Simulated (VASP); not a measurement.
Wanted: the native input for a VASP 6.6.1 run.

```
Task                   : single point
Functional             : PBE
Potentials or basis    : VASP PAW PBE potentials, release 64 (Si, N, O)
Cutoff                 : 520 eV
k mesh                 : 1 × 1 × 1, shifted
Occupations            : fermi-dirac, width 0.2482 eV
Spin                   : no spin polarisation
Dipole correction      : no
Mended                 : yes
Further INCAR settings : LREAL = Auto; ALGO = Normal; EDIFF = 1e-06; NBANDS = 54; ISYM = -1
```

The structure of Si7N8O2 lies in POSCAR:

```
Si7N8O2
1.0
    5.8386290000      0.0627810000      0.1075870000
    0.0627810000      6.0367170000      0.0979630000
    0.1075870000      0.0979630000      5.8205090000
Si N O
7 8 2
Direct
    1.0674707550      0.5880114759      0.0285847261
    0.4168172164      0.4004128437      0.7113275218
    0.7352795830     -0.1801592300      0.6290711713
    0.2271160902      0.8235537347      0.3753416525
    0.1744343222      0.9728879379      0.8602603507
    1.0221374686      0.3773483325      0.5523829826
    0.6768030031      0.1808217423      0.3694144198
    0.9500775431      0.8170974720     -0.1417782040
    0.6170582651      0.5893719731      0.6654926409
    0.0872924603      0.5665285205      0.3255549700
    0.5856303599      0.1635102818      0.6645901293
    0.2717028755      0.0120248119      0.5451939540
    0.4327585725      0.3240912118      0.0190587895
    0.2621954247      0.7958923048      0.0880894064
    0.4326790362      0.2701069882      0.2265705404
    0.9125285914      0.3539611019     -0.1345044402
    0.8268222863      0.9283988614      0.3515723338
```

These files were run (other wordings do the same):

INCAR

```
PREC     = Accurate       # precision mode
ENCUT    = 520            # plane-wave cutoff, eV
EDIFF    = 1E-6           # SCF threshold, eV
ISMEAR   = -1             # smearing method
SIGMA    = 0.2482         # smearing width, eV
LREAL    = Auto         
LASPH    = True           # aspherical terms in the spheres
NELM     = 120            # most SCF steps
ALGO     = Normal         # electronic algorithm
ISIF     = 2              # what is computed and relaxed
LWAVE    = False          # write WAVECAR
LCHARG   = True           # write CHGCAR
GGA      = PE             # functional
LELF     = True           # ELF
LVHAR    = True         
ISYM     = -1           
NBANDS   = 54             # bands
GGA_COMPAT= False
```

KPOINTS

```
explicit points
1
Reciprocal
  0.25000000   0.25000000   0.25000000 1
```

Potentials or basis: VASP PAW PBE potentials, release 64 (Si, N, O).

The run is started by

```sh
$ cat potpaw_PBE.64/Si/POTCAR potpaw_PBE.64/N/POTCAR potpaw_PBE.64/O/POTCAR > POTCAR
$ mpirun -np 1 vasp_std > vasp.out
```

It gave:

```yaml
Pressure: 2.6 GPa
Largest_force: 5.672 eV/Å
```

Caveat: the standard files for N, O and F lose accuracy on very short bonds; the atoms stand as in a frame of molecular dynamics.

Wall time 58 s on 1 thread of Intel(R) Xeon(R) 6975P-C (Granite Rapids) (shared host), peak memory 0.32 GiB.
